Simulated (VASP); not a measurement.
Wanted: the native input for a VASP 6.6.1 run.

- Task: electric field gradients
- Functional: LDA
- Potentials or basis: VASP PAW LDA potentials, release 64 (Y_sv, N)
- Cutoff: 520 eV
- k mesh: 9 × 9 × 9
- Occupations: fermi-dirac, width 0.03 eV
- Spin: no spin polarisation
- Dipole correction: no
- Further INCAR settings: ALGO = Normal; EDIFF = 1e-08; NBANDS = 15

The structure of YN lies in POSCAR:

```
YN
1.0
    0.0000000000      2.4466013884      2.4466013884
    2.4466013884      0.0000000000      2.4466013884
    2.4466013884      2.4466013884      0.0000000000
Y N
1 1
Direct
    0.0000000000      0.0000000000      0.0000000000
    0.5000000000      0.5000000000      0.5000000000
```

One way to write it, as run:

INCAR

```
PREC     = Accurate       # precision mode
ENCUT    = 520            # plane-wave cutoff, eV
EDIFF    = 1E-8           # SCF threshold, eV
ISMEAR   = -1             # smearing method
SIGMA    = 0.03           # smearing width, eV
LREAL    = False          # projectors in reciprocal space
LASPH    = True           # aspherical terms in the spheres
NELM     = 120            # most SCF steps
ALGO     = Normal         # electronic algorithm
ISIF     = 2              # what is computed and relaxed
LWAVE    = False          # write WAVECAR
LCHARG   = False          # write CHGCAR
GGA      = CA             # functional
LEFG     = True         
NBANDS   = 15             # bands
GGA_COMPAT= False
```

KPOINTS

```
Automatic mesh
0
Gamma
  9 9 9
```

Potentials or basis: VASP PAW LDA potentials, release 64 (Y_sv, N).

Command:

```sh
$ cat potpaw_LDA.64/Y_sv/POTCAR potpaw_LDA.64/N/POTCAR > POTCAR
$ mpirun -np 1 vasp_std > vasp.out
```

Results of the run:

```json
{
  "Pressure": "-7.3 GPa",
  "Band gap on the k mesh": "0.15 eV (least direct gap 0.56 eV)",
  "Largest electric field gradient by atom": "zero within the noise of the run"
}
```

Caveat: the cell stands under tension; an odd mesh through Γ misses points on the zone boundary, where band edges can lie.

Wall time 29 s on 1 thread of AMD EPYC 7R43 64-Core Processor (Zen 3), on a shared host, peak memory 0.13 GiB.
